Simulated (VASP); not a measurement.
# Cu (I4/mmm) in VASP: single point with PBEsol

Aim: the single point of Cu with PBEsol.

Everything below comes from runs of VASP 6.6.1. Logs are shortened: lines on timing, memory, paths and dates and some standing lists are left out, and cuts for length are marked.

**1. The cell of the first run**

The structure is tetragonal, space group I4/mmm (No. 139). Conventional cell: a = 2.394 Å, b = 2.394 Å, c = 3.652 Å, α = 90.00°, β = 90.00°, γ = 90.00°. Within 3.2 Å of Cu (site symmetry 4/mmm) lie 12 Cu at 2.39 to 2.49 Å.

**2. Single point, PBEsol (strain -0.050 along x and y, +0.025 along z)**

Contents of INCAR:

```
PREC     = Accurate       # precision mode
ENCUT    = 820            # plane-wave cutoff, eV
EDIFF    = 1E-6           # SCF threshold, eV
ISMEAR   = 0              # smearing method
SIGMA    = 0.15           # smearing width, eV
LREAL    = F              # projectors in reciprocal space
LASPH    = T              # aspherical terms in the spheres
NELM     = 120            # most SCF steps
ALGO     = Normal         # electronic algorithm
ISIF     = 2              # what is computed and relaxed
LWAVE    = F              # write WAVECAR
LCHARG   = T              # write CHGCAR
GGA      = PS             # functional
LELF     = T              # ELF
LVHAR    = T            
NBANDS   = 16             # bands
GGA_COMPAT= F
```

Contents of KPOINTS:

```
regular mesh
0
Gamma
  28 28 28
```

Contents of POSCAR:

```
Cu
1.0
    0.0000000000      1.6926017084      1.8262281590
    1.6926017084      0.0000000000      1.8262281590
    1.6926017084      1.6926017084      0.0000000000
Cu
1
Direct
    0.0000000000      0.0000000000      0.0000000000
```

Potentials or basis: VASP PAW PBE potentials, release 64 (Cu_sv_GW).

Started as:

```sh
$ cat potpaw_PBE.64/Cu_sv_GW/POTCAR > POTCAR
$ mpirun -np 1 vasp_std > vasp.out
```

OUTCAR:

```text
PREC = Accurate
   ENCUT = 820
   EDIFF = 1E-6
   ISMEAR = 0
   LREAL = F
   LASPH = T
   NELM = 120
   ISIF = 2
   GGA = PS

 ion  position               nearest neighbor table
   1  0.000  0.000  0.000-

  LATTYP: Found a body centered tetragonal cell.
 ALAT       =     2.3937002917
 C/A-ratio  =     1.5258620015

  Lattice vectors:

 A1 = (  -1.6926017084,   0.0000000000,   1.8262281590)
 A2 = (   1.6926017084,   0.0000000000,   1.8262281590)
 A3 = (   0.0000000000,   1.6926017084,  -1.8262281590)

Analysis of symmetry for initial positions (statically):
=====================================================================
 Subroutine PRICEL returns:
 Original cell was already a primitive cell.

 Routine SETGRP: Setting up the symmetry group for a
 body centered tetragonal supercell.

 Subroutine GETGRP returns: Found 16 space group operations
 (whereof 16 operations were pure point group operations)
 out of a pool of 16 trial point group operations.

The static configuration has the point symmetry D_4h.

Analysis of symmetry for dynamics (positions and initial velocities):
=====================================================================
 Subroutine PRICEL returns:
 Original cell was already a primitive cell.

 Routine SETGRP: Setting up the symmetry group for a
 body centered tetragonal supercell.

 Subroutine GETGRP returns: Found 16 space group operations
 (whereof 16 operations were pure point group operations)
 out of a pool of 16 trial point group operations.

The dynamic configuration has the point symmetry D_4h.

 Subroutine INISYM returns: Found 16 space group operations
 (whereof 16 operations are pure point group operations),
 and found     1 'primitive' translations

----------------------------------------------------------------------------------------

                                     Primitive cell

  volume of cell :      10.4639

  direct lattice vectors                    reciprocal lattice vectors
     0.000000000  1.692601708  1.826228159    -0.295403223  0.295403223  0.273788353
     1.692601708  0.000000000  1.826228159     0.295403223 -0.295403223  0.273788353
     1.692601708  1.692601708  0.000000000     0.295403223  0.295403223 -0.273788353

  length of vectors
     2.489981894  2.489981894  2.393700292     0.499485926  0.499485926  0.499485926

  position of ions in fractional coordinates (direct lattice)
     0.000000000  0.000000000  0.000000000

  ion indices of the primitive-cell ions
   primitive index   ion index
                 1           1

----------------------------------------------------------------------------------------

 KPOINTS: regular mesh

Automatic generation of k-mesh.
 Grid dimensions read from file:
 generate k-points for:   28   28   28

 Generating k-lattice:

  Cartesian coordinates                     Fractional coordinates (reciprocal lattice)
    -0.010550115  0.010550115  0.009778155     0.035714286  0.000000000  0.000000000
     0.010550115 -0.010550115  0.009778155     0.000000000  0.035714286  0.000000000
     0.010550115  0.010550115 -0.009778155     0.000000000  0.000000000  0.035714286

  Length of vectors
     0.017838783  0.017838783  0.017838783

  Shift w.r.t. Gamma in fractional coordinates (k-lattice)
     0.000000000  0.000000000  0.000000000

 Subroutine IBZKPT returns following result:
 ===========================================

 Found   1639 irreducible k-points:

 Following reciprocal coordinates:
            Coordinates               Weight
  0.000000  0.000000  0.000000      1.000000
  0.035714  0.000000  0.000000      8.000000
  0.071429  0.000000  0.000000      8.000000
  0.107143  0.000000  0.000000      8.000000
  0.142857  0.000000  0.000000      8.000000
  0.178571  0.000000  0.000000      8.000000
[... 16 lines left out ...]
  0.285714  0.035714  0.000000      8.000000
  0.321429  0.035714  0.000000      8.000000
 [... further k-points ...]
   k-points           NKPTS =   1639   k-points in BZ     NKDIM =   1639   number of bands    NBANDS=     16
   number of dos      NEDOS =    301   number of ions     NIONS =      1
   total plane-waves  NPLWV =  13824
   dimension x,y,z NGX =    24 NGY =   24 NGZ =   24
   dimension x,y,z NGXF=    48 NGYF=   48 NGZF=   48
   ions per type =               1
   NGX,Y,Z   is equivalent  to a cutoff of  16.02, 16.02, 16.67 a.u.
   NGXF,Y,Z  is equivalent  to a cutoff of  32.05, 32.05, 33.34 a.u.
 SYSTEM =  unknown system
   PREC   = accura    normal or accurate (medium, high low for compatibility)
   ISTART =      0    job   : 0-new  1-cont  2-samecut
   ICHARG =      2    charge: 1-file 2-atom 10-const
   ISPIN  =      1    spin polarized calculation?
   LNONCOLLINEAR =      F non collinear calculations
   LSORBIT =      F    spin-orbit coupling
   LASPH  =      T    aspherical Exc in radial PAW
   ENCUT  =  820.0 eV  60.27 Ry    7.76 a.u.   5.81  5.81  5.59*2*pi/ulx,y,z
   NELM   =    120;   NELMIN=  2; NELMDL= -5     # of ELM steps
   EDIFF  = 0.1E-05   stopping-criterion for ELM
   LREAL  =      F    real-space projection
   EDIFFG = 0.1E-04   stopping-criterion for IOM
   NSW    =      0    number of steps for IOM
   IBRION =     -1    ionic relax: 0-MD 1-quasi-New 2-CG
   NFREE  =      0    steps in history (QN), initial steepest desc. (CG)
   ISIF   =      2    stress and relaxation
   ISYM   =      2    0-nonsym 1-usesym 2-fastsym
   POTIM  = 0.5000    time-step for ionic-motion
   TEBEG  =    0.0;   TEEND  =   0.0 temperature during run
   PSTRESS=    0.0 pullay stress
   NELECT =      19.0000    total number of electrons
   NUPDOWN=      -1.0000    fix difference up-down
   EMIN   =  10.00;   EMAX   =-10.00  energy-range for DOS
   EFERMI =   0.00;   METHOD = LEGACY
   ISMEAR =     0;   SIGMA  =   0.15  broadening in eV -4-tet -1-fermi 0-gaus
   EFERMI_NEDOS =   21; number of points for ismear=-14 and -15
   IALGO  =     38    algorithm
   IMIX   =      4    mixing-type and parameters
     AMIX     =   0.40;   BMIX     =  1.00
     AMIX_MAG =   1.60;   BMIX_MAG =  1.00
  volume/ion in A,a.u.               =      10.46        70.61
  Fermi-wavevector in a.u.,A,eV,Ry     =   1.997229  3.774215 54.272595  3.988923
  Thomas-Fermi vector in A             =   3.013477
   LORBIT       =      0    0 simple, 1 ext, 2 COOP (PROOUT), +10 PAW based schemes
   GGA     = PS    functional components
   LHFCALC =     F    Hartree Fock is set to
   AEXX    =    0.0000 exact exchange contribution
   IVDW    =     0    specifies the selected vdW correction
   LEPSILON=     F    determine dielectric tensor
   LRPA    =     F    only Hartree local field effects (RPA)
 non-spin polarized calculation
 Gauss-broadening in eV      SIGMA  =   0.15
  energy-cutoff  :      820.00
  volume of cell :       10.46
 maximum number of plane-waves:       580
   NGX = 11   NGY = 11   NGZ = 11

 number of electron      19.0000010 magnetization

 Free energy of the ion-electron system (eV)
  ---------------------------------------------------
  ext. energy  EPLUGINS =         0.00000000
  ---------------------------------------------------
  free energy    TOTEN  =        -4.33777861 eV

  energy without entropy =       -4.33468795  energy(sigma->0) =       -4.33623328

 E-fermi :   9.0284     XC(G=0): -14.3505

 val. band max:        9.0276189756   @ k =  -0.3214   0.1786   0.1071
 cond. band min:       9.0337176105   @ k =   0.5000   0.3214   0.0714
 fundamental gap:      0.0060986349
 Fermi energy:         9.0284454205

 k-point     1 :       0.0000    0.0000    0.0000
  band No.  band energies     occupation
      1    -103.5906      2.00000
      2     -61.0208      2.00000
      3     -61.0150      2.00000
      4     -61.0150      2.00000
      5      -1.4275      2.00000
      6       5.2784      2.00000
[... 8 lines left out ...]
     15      38.6099      0.00000
     16      38.6100      0.00000

 k-point     2 :       0.0357    0.0000    0.0000
  band No.  band energies     occupation
      1    -103.5903      2.00000
      2     -61.0219      2.00000
      3     -61.0168      2.00000
      4     -61.0152      2.00000
      5      -1.3764      2.00000
      6       5.2842      2.00000
[... 8 lines left out ...]
     15      38.8526      0.00000
     16      38.9488      0.00000

 k-point     3 :       0.0714    0.0000    0.0000
  band No.  band energies     occupation
      1    -103.5894      2.00000
      2     -61.0265      2.00000
      3     -61.0201      2.00000
      4     -61.0158      2.00000
      5      -1.2241      2.00000
      6       5.2983      2.00000
[... 8 lines left out ...]
     15      39.3624      0.00000
     16      39.4414      0.00000

 k-point     4 :       0.1071    0.0000    0.0000
  band No.  band energies     occupation
      1    -103.5879      2.00000
      2     -61.0363      2.00000
      3     -61.0231      2.00000
      4     -61.0168      2.00000
      5      -0.9729      2.00000
      6       5.3102      2.00000
[... 8 lines left out ...]
     15      39.3412      0.00000
     16      40.1989      0.00000
[... 324 lines left out ...]
 k-point    22 :       0.2500    0.0357    0.0000
  band No.  band energies     occupation
      1    -103.5788      2.00000
      2     -61.0961      2.00000
      3     -61.0350      2.00000
      4     -61.0240      2.00000
      5       0.6844      2.00000
      6       5.1788      2.00000
[... 8 lines left out ...]
     15      36.1093      0.00000
     16      42.3159      0.00000

 k-point    23 :       0.2857    0.0357    0.0000
  band No.  band energies     occupation
      1    -103.5759      2.00000
      2     -61.1156      2.00000
      3     -61.0391      2.00000
      4     -61.0257      2.00000
      5       1.2657      2.00000
      6       5.2086      2.00000
[... 8 lines left out ...]
     15      35.8481      0.00000
     16      41.5333      0.00000

 k-point    24 :       0.3214    0.0357    0.0000
  band No.  band energies     occupation
      1    -103.5732      2.00000
      2     -61.1345      2.00000
      3     -61.0431      2.00000
      4     -61.0275      2.00000
      5       1.8429      2.00000
      6       5.3149      2.00000
[... 8 lines left out ...]
     15      35.5946      0.00000
     16      40.7014      0.00000

 [... further k-points ...]

------------------------ aborting loop because EDIFF is reached ----------------------------------------

  FORCE on cell =-STRESS in cart. coord.  units (eV):
  Direction    XX          YY          ZZ          XY          YZ          ZX
  --------------------------------------------------------------------------------------
  -------------------------------------------------------------------------------------
  Total        1.1593887      1.1593887      0.6254962      0.0000000     -0.0000000     -0.0000000
  in kB      177.5190895    177.5190895     95.7724656      0.0000000     -0.0000000     -0.0000000
  external PRESSURE =     150.2702149 kB  Pullay stress =       0.0000000 kB

 VOLUME and BASIS-vectors are now :
 -----------------------------------------------------------------------------
  energy-cutoff  :      820.00
  volume of cell :       10.46
      direct lattice vectors                 reciprocal lattice vectors
     0.000000000  1.692601708  1.826228159    -0.295403223  0.295403223  0.273788353
     1.692601708  0.000000000  1.826228159     0.295403223 -0.295403223  0.273788353
     1.692601708  1.692601708  0.000000000     0.295403223  0.295403223 -0.273788353

 POSITION                                       TOTAL-FORCE (eV/Angst)
 -----------------------------------------------------------------------------------
      0.00000      0.00000      0.00000         0.000000     -0.000000     -0.000000
 -----------------------------------------------------------------------------------
    total drift:                               -0.000000      0.000000     -0.000000

  FREE ENERGIE OF THE ION-ELECTRON SYSTEM (eV)
  ---------------------------------------------------
  free  energy   TOTEN  =        -4.3377786115 eV

  energy  without entropy=       -4.3346879549  energy(sigma->0) =       -4.33623328
```

It took 2.4 min on 1 thread of Intel Xeon 6975P-C (Granite Rapids), shared host; peak memory 0.72 GiB.

What came out:

```yaml
Free_energy: -4.3378 eV
Pressure: 15.0 GPa
Band_gap_on_the_k_mesh: zero (an odd number of electrons rules out a gap without spin polarisation)
```

Stress tensor (GPa, compression positive):
```
17.75  0.00  0.00
 0.00 17.75  0.00
 0.00  0.00  9.58
```

Levels at points of the mesh, in eV from the Fermi level:
| k point | band 6 | band 7 | band 8 | band 9 | band 10 | band 11 | band 12 | band 13 | band 14 | band 15 |
| --- | --- | --- | --- | --- | --- | --- | --- | --- | --- | --- |
| (0.00, 0.00, 0.00) | -3.75 | -3.28 | -3.28 | -2.69 | -2.21 | 23.62 | 26.69 | 27.30 | 27.30 | 29.58 |
| (0.50, 0.00, 0.00) | -3.71 | -3.27 | -1.82 | -1.66 | -1.49 | 4.37 | 20.67 | 23.96 | 25.27 | 25.44 |
| (0.50, 0.50, 0.00) | -5.14 | -1.73 | -1.59 | -1.59 | 0.15 | 6.57 | 15.24 | 15.24 | 19.90 | 23.42 |
| (0.50, 0.00, 0.50) | -5.15 | -1.79 | -1.73 | -1.40 | 1.88 | 8.65 | 13.30 | 13.38 | 18.32 | 21.74 |

Caveat: the cell differs from its parent crystal (strain -0.050 along x and y, +0.025 along z); the stress differs along the axes, from 10 to 18 GPa; the PAW data sets were made with another functional, which shifts forces and pressure a little.
